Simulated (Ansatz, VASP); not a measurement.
**SnSe: VASP beside Ansatz**

File INCAR:

```
SYSTEM = SnSe
PREC = Accurate
ENCUT = 520
EDIFF = 1E-8
ISMEAR = -1
SIGMA = 0.02
LREAL = .False.
LASPH = .True.
NELM = 80
ALGO = Normal
ISIF = 2
LWAVE = .False.
LCHARG = .False.
GGA = CA
LEFG = .True.
NBANDS = 17
```

File KPOINTS:

```
regular mesh
0
Gamma
  9 9 9
  0 0 0
```

POSCAR

```
SnSe
1.0
    0.0000000000      3.0100000000      2.9498000000
    3.0100000000      0.0000000000      2.9498000000
    3.0100000000      3.0100000000      0.0000000000
Sn Se
1 1
Direct
    0.0000000000      0.0000000000      0.0000000000
    0.5000000000      0.5000000000      0.5000000000
```

Input for Ansatz:

```yaml
crystal:
  lattice:
    - [0.0, 3.01, 2.9498]
    - [3.01, 0.0, 2.9498]
    - [3.01, 3.01, 0.0]
  atoms:
    - { symbol: Sn, position: [0.0, 0.0, 0.0] }
    - { symbol: Se, position: [0.5, 0.5, 0.5] }
kpoints:
  mp_grid: { grid: [9, 9, 9] }
scf:
  occupations: { method: fermi_dirac, width: 0.02 }
hamiltonian:
  xc: lda
  pseudopotentials: { kind: all_electron, datasets: crystal }
output:
  forces: true
  stress: true
  eigenvalues: true
  efg: { contact_densities: true }
```

Change from the starting cell: zz strain of -2 %, crystal datasets.

Alike in both runs: task electric field gradients; functional LDA; k mesh 9 × 9 × 9; occupations fermi-dirac, width 0.02 eV; no spin polarisation.

```csv
,VASP,Ansatz
version,VASP 6.6.1,Ansatz 0.2.0
potentials or method,"VASP PAW LDA potentials, release 64 (Sn_d, Se), cutoff 520 eV","all-electron PAW with datasets made for the crystal, scalar-relativistic"
```

```csv
,VASP,Ansatz,Ansatz less VASP
pressure (GPa),-2.2,-2.2,-0.07
"traceless stress, the component that is largest in VASP (GPa)",1.71,1.69,-0.016
size of Vzz on the site where it differs most (V/Å²),29.6,30.4,+0.78
```

LDA's correlation is that of Perdew and Zunger in VASP and of Perdew and Wang (1992) in Ansatz. Ansatz ran all-electron here, and VASP with PAW potentials.
